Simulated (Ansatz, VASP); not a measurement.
## One calculation of TaN, two programs

```
Ta N
1.0
     3.05000    0.00000    0.00000
    -1.52500    2.64138    0.00000
     0.00000    0.00000    4.94000
Ta N
2 2
Direct
  0.33333 0.66667 0.00000
  0.66667 0.33333 0.50000
  0.35090 0.71860 0.39613
  0.66667 0.33333 0.88500
```

Change from the starting cell: one atom moved.

Alike in both runs: task single point; functional PBEsol; k mesh 15 × 15 × 8; occupations gaussian, width 0.1 eV; no spin polarisation.

```csv
,VASP,Ansatz
version,VASP 6.6.1,Ansatz 0.2.0
potentials or method,"VASP PAW PBE potentials, release 64 (Ta_pv, N), cutoff 520 eV","scalar-relativistic, plane waves, PAW"
valence electrons in the cell,32,36
```

```csv
,VASP,Ansatz,Ansatz less VASP
gap on the k mesh at the Fermi level (eV),none,none,-
rms of the force components (eV/Å),3.246,3.148,-0.0986
```

VASP's potentials were made for PBE, not for PBEsol. Atom by atom the forces differ by 0.100 eV/Å (rms over components). A gap of «none» marks a metal or a gap that the smearing closes. VASP's potentials hold 32 valence electrons a cell and Ansatz's 36, so a difference there can come from the potentials and not from the codes.

Neither program's run includes spin-orbit coupling.
